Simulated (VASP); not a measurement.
Cd4SeS3, 8 atoms in the cell. Symmetry: P3m1, No. 156, trigonal system. Conventional cell: a = 4.102 Å, b = 4.102 Å, c = 13.390 Å, α = 90.00°, β = 90.00°, γ = 120.00°. Cd (site symmetry 3m) has 4 S at 2.49 to 2.58 Å within 3.3 Å. Within 3.3 Å of Cd (site symmetry 3m) lie 3 S at 2.49 Å and 1 Se at 2.58 Å. Within 3.3 Å of Cd (site symmetry 3m) lie 4 S at 2.49 to 2.58 Å. Cd (site symmetry 3m) has 3 Se at 2.49 Å and 1 S at 2.58 Å within 3.3 Å. Se (site symmetry 3m) has 4 Cd at 2.49 to 2.58 Å within 3.3 Å. S (site symmetry 3m) has 4 Cd at 2.49 to 2.58 Å within 3.3 Å. S (site symmetry 3m) has 4 Cd at 2.49 to 2.58 Å within 3.3 Å. S (site symmetry 3m) has 4 Cd at 2.49 to 2.58 Å within 3.3 Å. 

* Program: VASP 6.6.1
* Task: single point
* Functional: PBE
* Potentials or basis: VASP PAW PBE potentials, release 64 (Cd, Se, S)
* Cutoff: 520 eV
* k mesh: 6 × 6 × 2
* Occupations: gaussian, width 0.1 eV
* Spin: no spin polarisation
* Dipole correction: no
* Further INCAR settings: ALGO = Normal; EDIFF = 1e-06; NBANDS = 46

Potentials or basis: VASP PAW PBE potentials, release 64 (Cd, Se, S).

Run with:

```bash
$ cat potpaw_PBE.64/Cd/POTCAR potpaw_PBE.64/Se/POTCAR potpaw_PBE.64/S/POTCAR > POTCAR
$ mpirun -np 1 vasp_std > vasp.out
```

Hardware: 1 thread of Intel(R) Xeon(R) Platinum 8488C (Sapphire Rapids), on a shared host.

**Question.** Estimate the wall time of this run.

**Answer.** It took 110 s on 1 thread of Intel(R) Xeon(R) Platinum 8488C (Sapphire Rapids), on a shared host, peak memory 0.36 GiB. Counts: scf iterations 15, k points 14.
